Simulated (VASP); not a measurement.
# CoSn (P6/mmm) in VASP: settings compared

The runs below take CoSn through single point, with PBE, SCAN.

Everything below comes from runs of VASP 6.6.1. Logs are shortened: lines on timing, memory, paths and dates and some standing lists are left out, and cuts for length are marked.

## 1. The cell of the first run

The structure is hexagonal, space group P6/mmm (No. 191). Conventional cell: a = 5.246 Å, b = 5.246 Å, c = 4.188 Å, α = 90.00°, β = 90.00°, γ = 120.00°. Within 3.5 Å of Sn (site symmetry 6/mmm) lie 6 Co at 2.62 Å. Sn (site symmetry -6m2) has 6 Co at 2.58 Å and 3 Sn at 3.03 Å within 3.4 Å. Co (site symmetry mmm) has 6 Sn at 2.58 to 2.62 Å and 4 Co at 2.62 Å within 3.4 Å.

## 2. Single point, PBE, collinear spin, ferromagnetic start

The input, INCAR:

```
SYSTEM = CoSn
ALGO = Normal ; EDIFF = 1E-7
ENCUT = 520 ; GGA = PE
ISIF = 2 ; ISMEAR = -1
ISPIN = 2 ; LASPH = .TRUE.
LCHARG = .FALSE. ; LMAXMIX = 4
LORBIT = 11 ; LREAL = .FALSE.
LWAVE = .FALSE. ; MAGMOM = 0 0 0 2 2 2
NBANDS = 48 ; NELM = 150
PREC = Accurate ; SIGMA = 0.05
```

The input, KPOINTS:

```
k-points
0
G
  6 6 7
  0 0 0
```

The input, POSCAR:

```
CoSn
1.0
    5.2460399276      0.0000000000      0.0000000000
   -2.6230199638      4.5432038466      0.0000000000
    0.0000000000      0.0000000000      4.1875903000
Sn Co
3 3
Direct
    0.0000000000      0.0000000000      0.0000000000
    0.3333333333      0.6666666667      0.5000000000
    0.6666666667      0.3333333333      0.5000000000
    0.5000000000      0.0000000000      0.0000000000
    0.5000000000      0.5000000000      0.0000000000
    0.0000000000      0.5000000000      0.0000000000
```

Potentials or basis: VASP PAW PBE potentials, release 64 (Sn_d, Co).

Launch:

```console
$ cat potpaw_PBE.64/Sn_d/POTCAR potpaw_PBE.64/Co/POTCAR > POTCAR
$ mpirun -np 1 vasp_std > vasp.out
```

OUTCAR:

```text
SYSTEM = CoSn
   EDIFF = 1E-7
   ENCUT = 520
   GGA = PE
   ISIF = 2
   ISMEAR = -1
   ISPIN = 2
   LASPH = .TRUE.
   LORBIT = 11
   LREAL = .FALSE.
   NELM = 150
   PREC = Accurate

 ion  position               nearest neighbor table
   1  0.000  0.000  0.000-   4 2.62   4 2.62   6 2.62   6 2.62   5 2.62   5 2.62   3 3.68   3 3.68
                             2 3.68   2 3.68   2 3.68   3 3.68   2 3.68   3 3.68   2 3.68   3 3.68
   2  0.333  0.667  0.500-   6 2.58   6 2.58   4 2.58   4 2.58   5 2.58   5 2.58   3 3.03   3 3.03
                             3 3.03   1 3.68   1 3.68   1 3.68   1 3.68   1 3.68   1 3.68
   3  0.667  0.333  0.500-   6 2.58   6 2.58   4 2.58   4 2.58   5 2.58   5 2.58   2 3.03   2 3.03
                             2 3.03   1 3.68   1 3.68   1 3.68   1 3.68   1 3.68   1 3.68
   4  0.500  0.000  0.000-   2 2.58   3 2.58   2 2.58   3 2.58   1 2.62   1 2.62   6 2.62   5 2.62
                             5 2.62   6 2.62
   5  0.500  0.500  0.000-   2 2.58   3 2.58   2 2.58   3 2.58   6 2.62   6 2.62   1 2.62   4 2.62
                             4 2.62   1 2.62
   6  0.000  0.500  0.000-   2 2.58   3 2.58   2 2.58   3 2.58   5 2.62   5 2.62   1 2.62   1 2.62
                             4 2.62   4 2.62

  LATTYP: Found a hexagonal cell.
 ALAT       =     5.2460399276
 C/A-ratio  =     0.7982383584

  Lattice vectors:

 A1 = (   5.2460399276,   0.0000000000,   0.0000000000)
 A2 = (  -2.6230199638,   4.5432038466,   0.0000000000)
 A3 = (   0.0000000000,   0.0000000000,   4.1875903000)

Analysis of symmetry for initial positions (statically):
=====================================================================
 Subroutine PRICEL returns:
 Original cell was already a primitive cell.

 Routine SETGRP: Setting up the symmetry group for a
 hexagonal supercell.

 Subroutine GETGRP returns: Found 24 space group operations
 (whereof 24 operations were pure point group operations)
 out of a pool of 24 trial point group operations.

The static configuration has the point symmetry D_6h.

Analysis of symmetry for dynamics (positions and initial velocities):
=====================================================================
 Subroutine PRICEL returns:
 Original cell was already a primitive cell.

 Routine SETGRP: Setting up the symmetry group for a
 hexagonal supercell.

 Subroutine GETGRP returns: Found 24 space group operations
 (whereof 24 operations were pure point group operations)
 out of a pool of 24 trial point group operations.

The dynamic configuration has the point symmetry D_6h.

Analysis of structural, dynamic, and magnetic symmetry:
=====================================================================
 Subroutine PRICEL returns:
 Original cell was already a primitive cell.

 Routine SETGRP: Setting up the symmetry group for a
 hexagonal supercell.

[... 156 lines left out ...]
  ext. energy  EPLUGINS =         0.00000000
  ---------------------------------------------------
  free energy    TOTEN  =       -33.22176080 eV

  energy without entropy =      -33.20332925  energy(sigma->0) =      -33.21254503

 E-fermi :  10.2150     XC(G=0): -11.8599

 val. band max:       10.1776179520   @ k =   0.3333   0.0000   0.2857
 cond. band min:      10.2759389927   @ k =   0.3333   0.3333   0.2857
 fundamental gap:      0.0983210407
 Fermi energy:        10.2150018091

 spin component 1

 k-point     1 :       0.0000    0.0000    0.0000
  band No.  band energies     occupation
      1     -11.3477      1.00000
      2     -11.2434      1.00000
      3     -11.2434      1.00000
      4     -11.2347      1.00000
      5     -11.2347      1.00000
      6     -11.1453      1.00000
[... 1165 lines left out ...]
     45      18.5211      0.00000
     46      18.8151      0.00000

 [... further k-points ...]

 spin component 2

 k-point     1 :       0.0000    0.0000    0.0000
  band No.  band energies     occupation
      1     -11.3477      1.00000
      2     -11.2434      1.00000
      3     -11.2434      1.00000
      4     -11.2347      1.00000
      5     -11.2347      1.00000
      6     -11.1453      1.00000
[... 1165 lines left out ...]
     45      18.5211      0.00000
     46      18.8151      0.00000

 [... further k-points ...]

 [bands above 46 left out]

------------------------ aborting loop because EDIFF is reached ----------------------------------------

  FORCE on cell =-STRESS in cart. coord.  units (eV):
  Direction    XX          YY          ZZ          XY          YZ          ZX
  --------------------------------------------------------------------------------------
  -------------------------------------------------------------------------------------
  Total        2.4306059      2.4306059      2.4971516      0.0000000     -0.0000000     -0.0000000
  in kB       39.0181910     39.0181910     40.0864397      0.0000000     -0.0000000     -0.0000000
  external PRESSURE =      39.3742739 kB  Pullay stress =       0.0000000 kB

 VOLUME and BASIS-vectors are now :
 -----------------------------------------------------------------------------
  energy-cutoff  :      520.00
  volume of cell :       99.81
      direct lattice vectors                 reciprocal lattice vectors
     5.246039928  0.000000000  0.000000000     0.190619975  0.110054494  0.000000000
    -2.623019964  4.543203847  0.000000000     0.000000000  0.220108988  0.000000000
     0.000000000  0.000000000  4.187590300     0.000000000  0.000000000  0.238800821

 POSITION                                       TOTAL-FORCE (eV/Angst)
 -----------------------------------------------------------------------------------
      0.00000      0.00000      0.00000         0.000000      0.000000      0.000000
     -0.00000      3.02880      2.09380        -0.000000     -0.000000      0.000000
      2.62302      1.51440      2.09380        -0.000000      0.000000      0.000000
      2.62302      0.00000      0.00000         0.000000      0.000000      0.000000
      1.31151      2.27160      0.00000         0.000000      0.000000      0.000000
     -1.31151      2.27160      0.00000         0.000000      0.000000      0.000000
 -----------------------------------------------------------------------------------
    total drift:                               -0.000000      0.000000     -0.000000

  FREE ENERGIE OF THE ION-ELECTRON SYSTEM (eV)
  ---------------------------------------------------
  free  energy   TOTEN  =       -33.2217608024 eV

  energy  without entropy=      -33.2033292507  energy(sigma->0) =      -33.21254503

 total charge

# of ion       s       p       d       tot
------------------------------------------
    1        1.161   1.121  10.044  12.326
    2        1.131   1.271  10.075  12.476
    3        1.131   1.271  10.075  12.476
    4        0.405   0.474   7.486   8.364
    5        0.405   0.474   7.486   8.364
    6        0.405   0.474   7.486   8.364
--------------------------------------------------
tot          4.637   5.083  52.651  62.371

 magnetization (x)

# of ion       s       p       d       tot
------------------------------------------
    1       -0.000   0.000   0.000   0.000
    2        0.000   0.000  -0.000   0.000
    3        0.000   0.000  -0.000   0.000
    4        0.000  -0.000  -0.000  -0.000
    5        0.000  -0.000  -0.000  -0.000
    6        0.000  -0.000  -0.000  -0.000
--------------------------------------------------
tot          0.000   0.000  -0.000   0.000
```

Wall time 11 min (1 thread of AMD EPYC 7R13, shared host); peak memory 0.34 GiB.

Results:

| Item | Value |
| --- | --- |
| Free energy | -33.2218 eV |
| Pressure | 3.9 GPa |
| Net moment | 0.00 μB per cell |
| Valence electrons inside the program's atomic spheres | Sn 12.33, 12.48 (each value once); Co 8.36 |

Stress tensor (GPa, compression positive):
```
3.90 0.00 0.00
0.00 3.90 0.00
0.00 0.00 4.01
```

Levels at points of the mesh, in eV from the Fermi level:
Spin up:
| k point | band 30 | band 31 | band 32 | band 33 | band 34 | band 35 | band 36 | band 37 | band 38 | band 39 |
| --- | --- | --- | --- | --- | --- | --- | --- | --- | --- | --- |
| (0.00, 0.00, 0.00) | -0.52 | -0.50 | -0.50 | -0.47 | -0.47 | 0.47 | 0.60 | 1.35 | 1.35 | 2.94 |
| (0.50, 0.00, 0.00) | -1.01 | -0.70 | -0.48 | -0.48 | 0.68 | 0.98 | 1.68 | 1.78 | 2.55 | 3.34 |
Spin down:
| k point | band 32 | band 33 | band 34 | band 35 | band 36 | band 37 |
| --- | --- | --- | --- | --- | --- | --- |
| (0.00, 0.00, 0.00) | -0.50 | -0.47 | -0.47 | 0.47 | 0.60 | 1.35 |
| (0.50, 0.00, 0.00) | -0.48 | -0.48 | 0.68 | 0.98 | 1.68 | 1.78 |

Caveat: the cell stands under pressure; spin-orbit coupling is left out, which moves the levels of the heavy elements.

## 3. Single point, SCAN, collinear spin, ferromagnetic start

The input, INCAR:

```
SYSTEM = CoSn
METAGGA  = SCAN           ! meta-GGA
ISPIN    = 2              ! spin polarisation
MAGMOM   = 0 0 0 2 2 2    ! initial moments
LORBIT   = 11             ! projections on sites
ISMEAR   = 1              ! smearing method
SIGMA    = 0.1            ! smearing width, eV
LWAVE    = .FALSE.        ! write WAVECAR
LCHARG   = .FALSE.        ! write CHGCAR
ISIF     = 2              ! what is computed and relaxed
PREC     = Accurate       ! precision mode
LASPH    = .TRUE.         ! aspherical terms in the spheres
LREAL    = .FALSE.        ! projectors in reciprocal space
ALGO     = Normal         ! electronic algorithm
EDIFF    = 1E-6           ! SCF threshold, eV
NELM     = 200            ! most SCF steps
GGA_COMPAT= .FALSE.      
ENCUT    = 440            ! plane-wave cutoff, eV
LMAXMIX  = 4              ! l up to which the mixer works
LMIXTAU  = .TRUE.       
KPAR     = 8
```

The input, KPOINTS:

```
k-points
0
Gamma
  7 7 8
```

POSCAR is that of step 2.

Potentials or basis: VASP PAW PBE potentials, release 64 (Sn_d, Co).

Launch:

```console
$ cat potpaw_PBE.64/Sn_d/POTCAR potpaw_PBE.64/Co/POTCAR > POTCAR
$ mpirun -np 8 vasp_std > vasp.out
```

OUTCAR:

```text
SYSTEM = CoSn
   METAGGA = SCAN
   ISPIN = 2
   LORBIT = 11
   ISMEAR = 1
   ISIF = 2
   PREC = Accurate
   LASPH = .TRUE.
   LREAL = .FALSE.
   EDIFF = 1E-6
   NELM = 200
   ENCUT = 440

 Found     40 irreducible k-points:

 Following reciprocal coordinates:
            Coordinates               Weight
  0.000000  0.000000  0.000000      1.000000
  0.142857  0.000000  0.000000      6.000000
  0.285714 -0.000000  0.000000      6.000000
  0.428571  0.000000  0.000000      6.000000
  0.142857  0.142857  0.000000      6.000000
[... 671 lines left out ...]

 POSITION                                       TOTAL-FORCE (eV/Angst)
 -----------------------------------------------------------------------------------
      0.00000      0.00000      0.00000         0.000000      0.000000      0.000000
     -0.00000      3.02880      2.09380         0.000000      0.000000      0.000000
      2.62302      1.51440      2.09380        -0.000000     -0.000000      0.000000
      2.62302      0.00000      0.00000         0.000000      0.000000      0.000000
      1.31151      2.27160      0.00000         0.000000      0.000000      0.000000
     -1.31151      2.27160      0.00000         0.000000      0.000000      0.000000
 -----------------------------------------------------------------------------------
    total drift:                                0.000000      0.000000     -0.000000

  FREE ENERGIE OF THE ION-ELECTRON SYSTEM (eV)
  ---------------------------------------------------
  free  energy   TOTEN  =      -159.1655710939 eV

  energy  without entropy=     -159.1659957315  energy(sigma->0) =     -159.16571264

 total charge

# of ion       s       p       d       tot
------------------------------------------
    1        1.143   1.177  10.020  12.340
    2        1.091   1.321  10.073  12.485
    3        1.091   1.321  10.073  12.485
    4        0.417   0.512   7.431   8.360
    5        0.417   0.512   7.431   8.360
    6        0.417   0.512   7.431   8.360
--------------------------------------------------
tot          4.576   5.355  52.457  62.388

 magnetization (x)

# of ion       s       p       d       tot
------------------------------------------
    1       -0.023  -0.089   0.011  -0.101
    2       -0.009  -0.021  -0.005  -0.035
    3       -0.009  -0.021  -0.005  -0.035
    4        0.002   0.008   0.856   0.865
    5        0.002   0.008   0.856   0.865
    6        0.002   0.008   0.856   0.865
--------------------------------------------------
tot         -0.035  -0.109   2.569   2.425
```

Wall time 8.6 min (8 MPI ranks of AMD EPYC 9R45 (Zen 5), shared host); peak memory 0.39 GiB.

What came out:

| Property | Result |
| --- | --- |
| Free energy | -159.1656 eV |
| Pressure | 1.4 GPa |
| Net moment | 2.43 μB per cell |
| Site moments | Sn -0.10, -0.04 (each value once); Co +0.86 μB |
| Valence electrons inside the program's atomic spheres | Sn 12.34, 12.48 (each value once); Co 8.36 |

Stress tensor (GPa, compression positive):
```
0.28 0.00 0.00
0.00 0.28 0.00
0.00 0.00 3.51
```

Levels at points of the mesh, in eV from the Fermi level:
Spin up:
| k point | band 33 | band 34 | band 35 | band 36 | band 37 | band 38 | band 39 | band 40 |
| --- | --- | --- | --- | --- | --- | --- | --- | --- |
| (0.00, 0.00, 0.00) | -1.23 | -1.23 | -0.39 | -0.31 | 0.64 | 0.64 | 2.83 | 3.61 |
| (0.00, 0.00, 0.50) | -1.77 | -1.38 | -1.32 | -1.32 | -0.39 | -0.16 | 0.75 | 0.87 |
Spin down:
```tsv
k point	band 29	band 30	band 31	band 32	band 33	band 34	band 35	band 36	band 37	band 38
(0.00, 0.00, 0.00)	-1.86	-0.63	-0.46	-0.46	0.01	0.48	0.48	1.36	1.80	1.80
(0.00, 0.00, 0.50)	-1.63	-0.69	-0.57	-0.57	-0.51	-0.51	-0.29	0.01	0.58	0.58
```

Caveat: the PAW data sets were made with another functional, which shifts forces and pressure a little; spin-orbit coupling is left out, which moves the levels of the heavy elements.
